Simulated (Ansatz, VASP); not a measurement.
MgCd2SO2 in VASP and in Ansatz

Contents of INCAR:

```
SYSTEM = MgCd2SO2
PREC     = Accurate       ! precision mode
ENCUT    = 520            ! plane-wave cutoff, eV
EDIFF    = 1E-6           ! SCF threshold, eV
ISMEAR   = 0              ! smearing method
SIGMA    = 0.1            ! smearing width, eV
LREAL    = .FALSE.        ! projectors in reciprocal space
LASPH    = .TRUE.         ! aspherical terms in the spheres
NELM     = 100            ! most SCF steps
ALGO     = Normal         ! electronic algorithm
ISIF     = 2              ! what is computed and relaxed
LWAVE    = .FALSE.        ! write WAVECAR
LCHARG   = .FALSE.        ! write CHGCAR
GGA      = PE             ! functional
NBANDS   = 31             ! bands
```

File KPOINTS:

```
regular mesh
0
G
  6 4 4
  0 0 0
```

File POSCAR:

```
MgCd2SO2
1.0
    3.7331433300      0.0000000000      0.0000000000
    0.0000000000      4.1420565700      0.0000000000
    0.0000000000      0.0000000000      7.1279078600
Mg Cd S O
1 2 1 2
Direct
    0.5000000000      0.5000000000      0.5000000000
    0.0000000000      0.0000000000      0.7470539800
    0.0000000000      0.0000000000      0.2529460200
    0.5000000000      0.5000000000      0.0000000000
    0.5000000000      0.0000000000      0.5000000000
    0.0000000000      0.5000000000      0.0000000000
```

Input for Ansatz:

```yaml
crystal:
  lattice:
    - [3.73314333, 0.0, 0.0]
    - [0.0, 4.14205657, 0.0]
    - [0.0, 0.0, 7.12790786]
  atoms:
    - { symbol: Mg, position: [0.5, 0.5, 0.5] }
    - { symbol: Cd, position: [0.0, 0.0, 0.74705398] }
    - { symbol: Cd, position: [0.0, 0.0, 0.25294602] }
    - { symbol: S, position: [0.5, 0.5, 0.0] }
    - { symbol: O, position: [0.5, 0.0, 0.5] }
    - { symbol: O, position: [0.0, 0.5, 0.0] }
basis:
  ecutwfc: 420
kpoints:
  mp_grid: { grid: [6, 4, 4] }
hamiltonian:
  xc: pbe
scf:
  occupations: { method: gaussian, width: 0.1 }
  lower_state_search: "off"
output:
  forces: true
  stress: true
  eigenvalues: true
```

Change from the starting cell: species swapped into the LiCa2NiN2 type (Pmmm, No. 47).

Alike in both runs: task single point; functional PBE; k mesh 6 × 4 × 4; occupations gaussian, width 0.1 eV; no spin polarisation.

```csv
,VASP,Ansatz
version,VASP 6.6.1,Ansatz 0.2.0
potentials or method,"VASP PAW PBE potentials, release 64 (Mg, Cd, S, O), cutoff 520 eV","scalar-relativistic, plane waves, PAW"
valence electrons in the cell,44,68
```

|  | VASP | Ansatz | Ansatz less VASP |
| --- | --- | --- | --- |
| gap on the k mesh at the Fermi level (eV) | none | none | - |
| pressure (GPa) | -3.3 | -3.3 | -0.02 |
| traceless stress, the component that is largest in VASP (GPa) | 8.08 | 8.09 | +0.011 |
| rms of the force components (eV/Å) | 0.090 | 0.088 | -0.0018 |

Atom by atom the forces differ by 0.002 eV/Å (rms over components). A gap of «none» marks a metal or a gap that the smearing closes. VASP's potentials hold 44 valence electrons a cell and Ansatz's 68, so a difference there can come from the potentials and not from the codes.

The k mesh is coarse, so the values compare programs but aren't converged.
